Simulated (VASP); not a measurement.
Here is a VASP 6.6.1 calculation.

File INCAR:

```
SYSTEM = V
PREC = Accurate
ENCUT = 520
EDIFF = 1E-6
ISMEAR = -1
SIGMA = 0.1
LREAL = .FALSE.
LASPH = .TRUE.
NELM = 80
ALGO = Normal
ISIF = 2
LWAVE = .FALSE.
LCHARG = .FALSE.
NBANDS = 12
```

The input KPOINTS:

```
regular mesh
0
G
  24 24 24
  0 0 0
```

The input POSCAR:

```
V
1.0
    0.0000000000      1.8655300537      1.8655300537
    1.8655300537      0.0000000000      1.8655300537
    1.8655300537      1.8655300537      0.0000000000
V
1
Direct
    0.0000000000      0.0000000000      0.0000000000
```

Potentials or basis: VASP PAW LDA potentials, release 64 (V_sv).

Launch:

```console
$ cat potpaw_LDA.64/V_sv/POTCAR > POTCAR
$ mpirun -np 1 vasp_std > vasp.out
```

Problem. Estimate the band gap on the k mesh.

Solution. Zero (an odd number of electrons rules out a gap without spin polarisation).

Problem. What does it give for the pressure?

Solution. 0.3 GPa.
